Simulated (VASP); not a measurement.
# MnO (P6_3mc) in VASP: notebook, part 2 of 2

VASP 6.6.1.

### Step 3. Electric field gradients, PBEsol, collinear spin, ferromagnetic start (13.39 Å³/atom)

This run uses another cell than the first one, of 13.39 Å³/atom.

Contents of INCAR:

```
PREC = Accurate
ENCUT = 520
EDIFF = 1E-8
ISMEAR = -1
SIGMA = 0.05
LREAL = False
LASPH = True
NELM = 150
ALGO = Normal
ISIF = 2
LWAVE = False
LCHARG = False
ISPIN = 2
MAGMOM = 4 4 0 0
LORBIT = 11
LMAXMIX = 4
GGA = PS
LEFG = True
NBANDS = 31
```

Contents of KPOINTS:

```
Automatic mesh
0
Gamma
  14 14 8
```

Contents of POSCAR:

```
MnO
1.0
    3.3829026758      0.0000000000      0.0000000000
   -1.6914513378      2.9296796557      0.0000000000
    0.0000000000      0.0000000000      5.4033921580
Mn O
2 2
Direct
    0.3333333333      0.6666666667      0.0109600000
    0.6666666667      0.3333333333      0.5109600000
    0.3333333333      0.6666666667      0.3754700000
    0.6666666667      0.3333333333      0.8754700000
```

Potentials or basis: VASP PAW PBE potentials, release 64 (Mn_pv, O).

Run with:

```
cat potpaw_PBE.64/Mn_pv/POTCAR potpaw_PBE.64/O/POTCAR > POTCAR
mpirun -np 1 vasp_std > vasp.out
```

OUTCAR:

```text
PREC = Accurate
   ENCUT = 520
   EDIFF = 1E-8
   ISMEAR = -1
   LREAL = False
   LASPH = True
   NELM = 150
   ISIF = 2
   ISPIN = 2
   LORBIT = 11
   GGA = PS

 ion  position               nearest neighbor table
   1  0.333  0.667  0.011-   3 1.97   4 2.09   4 2.09   4 2.09
   2  0.667  0.333  0.511-   4 1.97   3 2.09   3 2.09   3 2.09
   3  0.333  0.667  0.375-   1 1.97   2 2.09   2 2.09   2 2.09
   4  0.667  0.333  0.875-   2 1.97   1 2.09   1 2.09   1 2.09

  LATTYP: Found a hexagonal cell.
 ALAT       =     3.3829026758
 C/A-ratio  =     1.5972650342

  Lattice vectors:

 A1 = (   3.3829026758,   0.0000000000,   0.0000000000)
 A2 = (  -1.6914513378,   2.9296796557,   0.0000000000)
 A3 = (   0.0000000000,   0.0000000000,   5.4033921580)

Analysis of symmetry for initial positions (statically):
=====================================================================
 Subroutine PRICEL returns:
 Original cell was already a primitive cell.

 Routine SETGRP: Setting up the symmetry group for a
 hexagonal supercell.

 Subroutine GETGRP returns: Found 12 space group operations
 (whereof  6 operations were pure point group operations)
 out of a pool of 24 trial point group operations.

The static configuration has the point symmetry C_3v.
 The point group associated with its full space group is C_6v.

Analysis of symmetry for dynamics (positions and initial velocities):
=====================================================================
 Subroutine PRICEL returns:
 Original cell was already a primitive cell.

 Routine SETGRP: Setting up the symmetry group for a
 hexagonal supercell.

 Subroutine GETGRP returns: Found 12 space group operations
 (whereof  6 operations were pure point group operations)
 out of a pool of 24 trial point group operations.

The dynamic configuration has the point symmetry C_3v.
 The point group associated with its full space group is C_6v.

Analysis of structural, dynamic, and magnetic symmetry:
=====================================================================
 Subroutine PRICEL returns:
 Original cell was already a primitive cell.

 Routine SETGRP: Setting up the symmetry group for a
 hexagonal supercell.

 Subroutine GETGRP returns: Found 12 space group operations
 (whereof  6 operations were pure point group operations)
 out of a pool of 24 trial point group operations.

The overall configuration has the point symmetry C_3v.
 The point group associated with its full space group is C_6v.

 Subroutine INISYM returns: Found 12 space group operations
 (whereof  6 operations are pure point group operations),
 and found     1 'primitive' translations

----------------------------------------------------------------------------------------

                                     Primitive cell

[... 137 lines left out ...]
  ---------------------------------------------------
  ext. energy  EPLUGINS =         0.00000000
  ---------------------------------------------------
  free energy    TOTEN  =       -34.26559784 eV

  energy without entropy =      -34.26255220  energy(sigma->0) =      -34.26407502

 E-fermi :   5.6356     XC(G=0): -10.7714

 val. band max:        5.6249309562   @ k =   0.0000   0.0000   0.0000
 cond. band min:       5.6443451573   @ k =   0.0000   0.0000   0.1250
 fundamental gap:      0.0194142011
 Fermi energy:         5.6355604696

 spin component 1

 k-point     1 :       0.0000    0.0000    0.0000
  band No.  band energies     occupation
      1     -44.8136      1.00000
      2     -44.8136      1.00000
      3     -44.8109      1.00000
      4     -44.8079      1.00000
      5     -44.8079      1.00000
      6     -44.7746      1.00000
[... 805 lines left out ...]
     30      15.0498      0.00000
     31      15.3668      0.00000

 [... further k-points ...]

 spin component 2

 k-point     1 :       0.0000    0.0000    0.0000
  band No.  band energies     occupation
      1     -40.1627      1.00000
      2     -40.1369      1.00000
      3     -40.1369      1.00000
      4     -40.1294      1.00000
      5     -40.1294      1.00000
      6     -40.1140      1.00000
[... 805 lines left out ...]
     30      16.6297      0.00000
     31      16.9237      0.00000

 [... further k-points ...]

------------------------ aborting loop because EDIFF is reached ----------------------------------------

  FORCE on cell =-STRESS in cart. coord.  units (eV):
  Direction    XX          YY          ZZ          XY          YZ          ZX
  --------------------------------------------------------------------------------------
  -------------------------------------------------------------------------------------
  Total       -0.8043627     -0.8043627      1.5559600     -0.0000000      0.0000000      0.0000000
  in kB      -24.0650274    -24.0650274     46.5514160     -0.0000000      0.0000000      0.0000000
  external PRESSURE =      -0.5262129 kB  Pullay stress =       0.0000000 kB

 VOLUME and BASIS-vectors are now :
 -----------------------------------------------------------------------------
  energy-cutoff  :      520.00
  volume of cell :       53.55
      direct lattice vectors                 reciprocal lattice vectors
     3.382902676  0.000000000  0.000000000     0.295604129  0.170667124  0.000000000
    -1.691451338  2.929679656  0.000000000     0.000000000  0.341334247  0.000000000
     0.000000000  0.000000000  5.403392158     0.000000000  0.000000000  0.185068929

 POSITION                                       TOTAL-FORCE (eV/Angst)
 -----------------------------------------------------------------------------------
     -0.00000      1.95312      0.05922        -0.000000      0.000000     -0.587078
      1.69145      0.97656      2.76092         0.000000     -0.000000     -0.587078
     -0.00000      1.95312      2.02881         0.000000      0.000000      0.587078
      1.69145      0.97656      4.73051        -0.000000     -0.000000      0.587078
 -----------------------------------------------------------------------------------
    total drift:                               -0.000000      0.000000      0.001615

  FREE ENERGIE OF THE ION-ELECTRON SYSTEM (eV)
  ---------------------------------------------------
  free  energy   TOTEN  =       -34.2655978373 eV

  energy  without entropy=      -34.2625522033  energy(sigma->0) =      -34.26407502

 Electric field gradients (V/A^2)
---------------------------------------------------------------------
 ion       V_xx      V_yy      V_zz      V_xy      V_xz      V_yz
---------------------------------------------------------------------
   1      12.707    12.711   -25.418     0.003    -0.000     0.000
   2      12.707    12.711   -25.418     0.003     0.000    -0.000
   3      -0.521    -0.519     1.040     0.001     0.000    -0.000
   4      -0.521    -0.519     1.040     0.001    -0.000     0.000
---------------------------------------------------------------------

 Electric field gradients after diagonalization (V/A^2)
 (convention: |V_zz| > |V_xx| > |V_yy|)
----------------------------------------------------------------------
 ion       V_xx      V_yy      V_zz     asymmetry (V_yy - V_xx)/ V_zz
----------------------------------------------------------------------
   1      12.712    12.705   -25.418       0.000
   2      12.712    12.705   -25.418       0.000
   3      -0.521    -0.518     1.040       0.003
   4      -0.521    -0.518     1.040       0.003
----------------------------------------------------------------------

           NMR quadrupolar parameters

 Cq : quadrupolar parameter    Cq=e*Q*V_zz/h
 eta: asymmetry parameters     (V_yy - V_xx)/ V_zz
 Q  : nuclear electric quadrupole moment in mb (millibarn)
----------------------------------------------------------------------
 ion       Cq(MHz)       eta       Q (mb)
----------------------------------------------------------------------
   1      -0.061       0.000       1.000
   2      -0.061       0.000       1.000
   3       0.003       0.003       1.000
   4       0.003       0.003       1.000
----------------------------------------------------------------------

 total charge

# of ion       s       p       d       tot
------------------------------------------
    1        0.242   6.230   4.948  11.421
    2        0.242   6.230   4.948  11.421
    3        1.551   3.437   0.000   4.988
    4        1.551   3.437   0.000   4.988
--------------------------------------------------
tot          3.586  19.335   9.896  32.817

 magnetization (x)

# of ion       s       p       d       tot
------------------------------------------
    1        0.038   0.062   4.305   4.405
    2        0.038   0.062   4.305   4.405
    3        0.019   0.178   0.000   0.197
    4        0.019   0.178   0.000   0.197
--------------------------------------------------
tot          0.114   0.480   8.610   9.204
```

OSZICAR:

```text
N       E                     dE             d eps       ncg     rms          rms(c)
DAV:   1     0.446738068996E+03    0.44674E+03   -0.21073E+04 14912   0.144E+03
DAV:   2    -0.270870389025E+01   -0.44945E+03   -0.42031E+03 15426   0.434E+02
DAV:   3    -0.388353869751E+02   -0.36127E+02   -0.35253E+02 16791   0.132E+02
[... 11 lines left out ...]
DAV:  15    -0.342655968942E+02   -0.90516E-06   -0.42970E-06 16406   0.157E-02    0.931E-03
DAV:  16    -0.342655976622E+02   -0.76804E-06   -0.88537E-07 15911   0.922E-03    0.292E-03
DAV:  17    -0.342655978010E+02   -0.13881E-06   -0.28435E-07 16112   0.301E-03    0.131E-03
DAV:  18    -0.342655978313E+02   -0.30257E-07   -0.54966E-08 14893   0.131E-03    0.816E-04
DAV:  19    -0.342655978373E+02   -0.60127E-08   -0.39447E-09 10662   0.508E-04
   1 F= -.34265598E+02 E0= -.34264075E+02  d E =-.304563E-02  mag=     9.9924
```

stdout:

```text
POSCAR found type information on POSCAR MnO
 POSCAR found :  2 types and       4 ions
 scaLAPACK will be used
 -----------------------------------------------------------------------------
|                                                                             |
|                                                                             |
|     You enforced a specific xc type in the INCAR file but a different       |
|     I HOPE YOU KNOW WHAT YOU ARE DOING!                                     |
|                                                                             |
 -----------------------------------------------------------------------------

 LDA part: xc-table for (Slater+PW92), standard interpolation
 POSCAR, INCAR and KPOINTS ok, starting setup
 FFT: planning ... GRIDC
 FFT: planning ... GRID_SOFT
 FFT: planning ... GRID
 WAVECAR not read
 entering main loop
ion   1

ion   2

ion   3

ion   4
```

Wall time 13 min (1 thread of Oxide Virtual Turin-like, shared host); peak memory 0.36 GiB.

What came out:

```
Free energy                                           : -34.2656 eV
Pressure                                              : -0.1 GPa
Largest force                                         : 0.587 eV/Å
Band gap on the k mesh                                : zero (filled and empty bands overlap)
Net moment                                            : 9.99 μB per cell
Site moments                                          : Mn +4.41; O +0.20 μB
Largest electric field gradient by atom               : Mn -25.4; O +1.0 V/Å²
Valence electrons inside the program's atomic spheres : Mn 11.42; O 4.99
```

Forces on the atoms (eV/Å):
```
Mn   0.000  0.000 -0.587
Mn   0.000  0.000 -0.587
O    0.000  0.000  0.587
O    0.000  0.000  0.587
```

Levels at points of the mesh, in eV from the Fermi level:
Spin up:
| k point | band 22 | band 23 | band 24 | band 25 | band 26 | band 27 |
| --- | --- | --- | --- | --- | --- | --- |
| (0.00, 0.00, 0.00) | -1.07 | -0.01 | -0.01 | 0.05 | 3.56 | 5.49 |
| (0.50, 0.00, 0.00) | -1.90 | -0.88 | -0.73 | 3.77 | 4.17 | 5.71 |
| (0.00, 0.00, 0.50) | -0.56 | -0.56 | -0.56 | 1.14 | 1.14 | 8.25 |
| (0.50, 0.00, 0.50) | -1.32 | -1.23 | -1.23 | 3.74 | 3.74 | 6.02 |
Spin down:
```csv
k point,band 12,band 13,band 14,band 15,band 16,band 17
"(0.00, 0.00, 0.00)",-4.88,-4.68,-4.68,-0.15,0.94,0.94
"(0.50, 0.00, 0.00)",-4.87,-4.79,-4.61,0.40,0.43,1.22
"(0.00, 0.00, 0.50)",-4.79,-4.79,-4.79,1.41,1.41,1.41
"(0.50, 0.00, 0.50)",-4.89,-4.71,-4.71,0.90,0.90,1.50
```

Electric field gradients, principal values (V/Å²):
| atom | least | middle | greatest (by size) |
| --- | --- | --- | --- |
| 1 Mn | 12.705 | 12.712 | -25.418 |
| 2 Mn | 12.705 | 12.712 | -25.418 |
| 3 O | -0.518 | -0.521 | 1.040 |
| 4 O | -0.518 | -0.521 | 1.040 |

Caveat: without QUAD_EFG the Cq values of the log hold for a quadrupole moment of 1 mb, not for the nuclei; the PAW data sets were made with another functional, which shifts forces and pressure a little; semilocal functionals often make such compounds metallic where correlation or magnetic order opens a gap, which also shifts bond lengths; only a ferromagnetic start was run, and an antiferromagnetic order may lie lower in energy. With open d or f shells a metallic result of PBEsol can be an artefact of self-interaction; +U or a hybrid may open a gap.
